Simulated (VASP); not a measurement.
The system is KF.

```
K F
1.0
     0.08767    3.02307    3.02307
     3.02307    0.08767    3.02307
     3.02307    3.02307    0.08767
K F
1 1
Cartesian
  0.0170 0.0170 0.0170
  1.5164 1.5164 1.5164
```

This cell differs from its parent crystal: strain along [111] +4.5%.

Base run:

```yaml
Program: VASP 6.6.1
Functional: r2SCAN
Potentials_or_basis: VASP PAW PBE potentials, release 64 (K_sv, F)
Cutoff: 520 eV
k_mesh: 8 × 8 × 8
Occupations: gaussian, width 0.01 eV
Spin: no spin polarisation
```

Its results: band gap on the k mesh 5.63 eV, indirect (least direct gap 5.79 eV); pressure -1.0 GPa.

The run is repeated on the same cell with these changes: functional from r2SCAN to PBE; occupations from gaussian, width 0.01 eV to fermi-dirac, width 0.02 eV. What comes out?

Band gap on the k mesh 5.03 eV, indirect (least direct gap 5.19 eV); pressure -0.1 GPa.

Caveats: the PAW data sets were made with another functional, which shifts forces and pressure a little (some runs).

A k mesh can miss the band edges.
